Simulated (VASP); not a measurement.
MoS2: single point with revPBE+D3(BJ)

MoS2:

```
Mo S
1.0
     3.22746    0.00000    0.00000
    -1.61373    2.79507    0.00000
     0.00000    0.00000    6.31247
Mo S
1 2
Direct
  0.00000 0.00000 0.50000
  0.66667 0.33333 0.74468
  0.33333 0.66667 0.25532
```

| Item | Value |
| --- | --- |
| Program | VASP 6.6.1 |
| Task | single point |
| Functional | revPBE |
| Dispersion | D3(BJ) |
| Potentials or basis | VASP PAW PBE potentials, release 64 (Mo_sv, S) |
| Cutoff | 520 eV |
| k mesh | 9 × 9 × 4 |
| Occupations | fermi-dirac, width 0.05 eV |
| Spin | no spin polarisation |
| Dipole correction | no |
| Further INCAR settings | ALGO = Normal; EDIFF = 1e-06; NBANDS = 20 |

* Pressure: -4.0 GPa
* Largest force: 0.308 eV/Å
* Band gap on the k mesh: zero (bands 13 and 14 overlap by 1.05 eV)
* Dispersion energy per atom: -0.779 eV

Forces in eV/Å, atoms in the order of the input:
```
Mo   0.000  0.000  0.000
S    0.000  0.000  0.308
S    0.000  0.000 -0.308
```

Stress tensor (GPa, compression positive):
```
-5.01  0.00  0.00
 0.00 -5.01  0.00
 0.00  0.00 -2.05
```

Levels at points of the mesh, in eV from the Fermi level:
```csv
k point,band 10,band 11,band 12,band 13,band 14,band 15,band 16,band 17
"(0.00, 0.00, 0.00)",-1.86,-1.03,-0.94,-0.94,-0.34,-0.34,3.18,3.18
"(0.00, 0.00, 0.50)",-3.54,-0.95,-0.95,-0.41,-0.41,-0.09,3.33,3.33
```

Wall time 55 s on 1 thread of Intel Xeon 8259CL (shared host), peak memory 0.2 GiB.

Caveat: the cell stands under tension; the PAW data sets were made with another functional, which shifts forces and pressure a little.
